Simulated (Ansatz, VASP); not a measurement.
ZrNb2N3 in VASP and in Ansatz

```xyz
6
Lattice="3.0700 0.0000 0.0000 0.0000 3.0700 0.0000 0.0000 0.0000 8.0903" Properties=species:S:1:pos:R:3 pbc="T T T"
Zr    0.0000    0.0000    0.0000
Nb    1.5350    0.0000    3.0406
Nb    0.0000    1.5350    5.0497
N     1.5350    0.0000    5.2749
N     0.0000    1.5350    2.8155
N     1.5350    1.5350    0.0000
```

Change from the starting cell: species swapped into the Ti2CuSb3 type (P-4m2, No. 115).

Alike in both runs: functional PBE; k mesh 4 × 4 × 2; occupations gaussian, width 0.15 eV; no spin polarisation.

Ansatz relaxed the structure, and its values are those at the end. VASP's run is a single point on that final structure, the one shown.

|  | VASP | Ansatz |
| --- | --- | --- |
| version | VASP 6.6.1 | Ansatz 0.2.0 |
| potentials or method | VASP PAW PBE potentials, release 64 (Zr_sv, Nb_sv, N), cutoff 600 eV | scalar-relativistic, plane waves, PAW |
| valence electrons in the cell | 53 | 53 |

```tsv
	VASP	Ansatz	Ansatz less VASP
gap on the k mesh at the Fermi level (eV)	none	none	-
pressure (GPa)	-0.3	0.1	+0.34
rms of the force components (eV/Å)	0.021	0.017	-0.0035
```

A gap of «none» marks a metal or a gap that the smearing closes.

The k mesh is coarse, so the values compare programs but aren't converged.
